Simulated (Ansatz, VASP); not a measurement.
GaAs in VASP and in Ansatz

```xyz
2
Lattice="0.0000 2.8474 2.8474 2.8474 0.0000 2.8474 2.8474 2.8474 0.0000" Properties=species:S:1:pos:R:3 pbc="T T T"
Ga    0.0000    0.0000    0.0000
As    1.4237    1.4237    1.4237
```

Alike in both runs: task single point; functional PBE; k mesh 14 × 14 × 14; occupations gaussian, width 0.05 eV; no spin polarisation.

```csv
,VASP,Ansatz
version,VASP 6.6.1,Ansatz 0.2.0
potentials or method,"VASP PAW PBE potentials, release 64 (Ga_d, As), cutoff 520 eV","scalar-relativistic, plane waves, PAW"
valence electrons in the cell,18,28
```

```csv
,VASP,Ansatz,Ansatz less VASP
gap on the k mesh at the Fermi level (eV),0.36,0.35,-0.004
least direct gap on the mesh (eV),0.36,0.35,-0.004
pressure (GPa),1.9,1.7,-0.17
```

VASP's potentials hold 18 valence electrons a cell and Ansatz's 28, so a difference there can come from the potentials and not from the codes.
